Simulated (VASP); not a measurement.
A run of VASP 6.6.1:

The input INCAR:

```
SYSTEM = WS2
ALGO     = Normal         ! electronic algorithm
EDIFF    = 1E-6           ! SCF threshold, eV
ENCUT    = 520            ! plane-wave cutoff, eV
GGA      = PE             ! functional
ISIF     = 2              ! what is computed and relaxed
ISMEAR   = -1             ! smearing method
IVDW     = 13             ! dispersion correction
LASPH    = .True.         ! aspherical terms in the spheres
LCHARG   = .False.        ! write CHGCAR
LREAL    = .False.        ! projectors in reciprocal space
LWAVE    = .False.        ! write WAVECAR
NBANDS   = 35             ! bands
NELM     = 60             ! most SCF steps
PREC     = Accurate       ! precision mode
SIGMA    = 0.05           ! smearing width, eV
```

KPOINTS

```
k-points
0
Gamma
  10 10 3
  0 0 0
```

The input POSCAR:

```
WS2
1.0
    3.1556250756      0.0000000000      0.0000000000
   -1.5778125378      2.7328514803      0.0000000000
    0.0000000000      0.0000000000     12.1983686714
W S
2 4
Direct
    0.6666666667      0.3333333333      0.7500000000
    0.3333333333      0.6666666667      0.2500000000
    0.6666666667      0.3333333333      0.3791144894
    0.3333333333      0.6666666667      0.8791144894
    0.6666666667      0.3333333333      0.1208855106
    0.3333333333      0.6666666667      0.6208855106
```

Potentials or basis: VASP PAW PBE potentials, release 64 (W_sv, S).

Run with:

```console
$ cat potpaw_PBE.64/W_sv/POTCAR potpaw_PBE.64/S/POTCAR > POTCAR
$ mpirun -np 1 vasp_std > vasp.out
```

Hardware: 1 thread of Intel(R) Xeon(R) 6975P-C (Granite Rapids), on a shared host.

Question: Estimate the wall time of this run.

Answer: It took 46 s on 1 thread of Intel(R) Xeon(R) 6975P-C (Granite Rapids) (shared host), peak memory 0.26 GiB. Counts: scf iterations 16, k points 28.
